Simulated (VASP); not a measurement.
Input of a VASP 6.6.1 run:

File INCAR:

```
SYSTEM = PbO3
ALGO = Normal
EDIFF = 1E-7
ENCUT = 520
GGA = PE
ISIF = 2
ISMEAR = -1
LASPH = .TRUE.
LCHARG = .FALSE.
LREAL = .FALSE.
LWAVE = .FALSE.
NBANDS = 24
NELM = 60
PREC = Accurate
SIGMA = 0.06122561905347299
```

The input KPOINTS:

```
k-points
0
G
  9 9 9
  0 0 0
```

POSCAR

```
PbO3
1.0
    4.3246796576      0.0000000000      0.0000000000
    0.0000000000      4.3246796576      0.0000000000
    0.0000000000      0.0000000000      4.3246796576
Pb O
1 3
Direct
    0.0000000000      0.0000000000      0.0000000000
    0.5000000000      0.0000000000      0.0000000000
    0.0000000000      0.5000000000      0.0000000000
    0.0000000000      0.0000000000      0.5000000000
```

Potentials or basis: VASP PAW PBE potentials, release 64 (Pb_d, O).

Launch:

```sh
$ cat potpaw_PBE.64/Pb_d/POTCAR potpaw_PBE.64/O/POTCAR > POTCAR
$ mpirun -np 1 vasp_std > vasp.out
```

Problem. Predict the pressure.

Solution. -1.1 GPa.

Problem. Estimate the band gap on the k mesh.

Solution. Zero (bands 16 and 17 overlap by 0.64 eV).

Caveat: semilocal functionals underestimate gaps, and a narrow one can read as zero; spin-orbit coupling is left out, which moves the levels of the heavy elements.
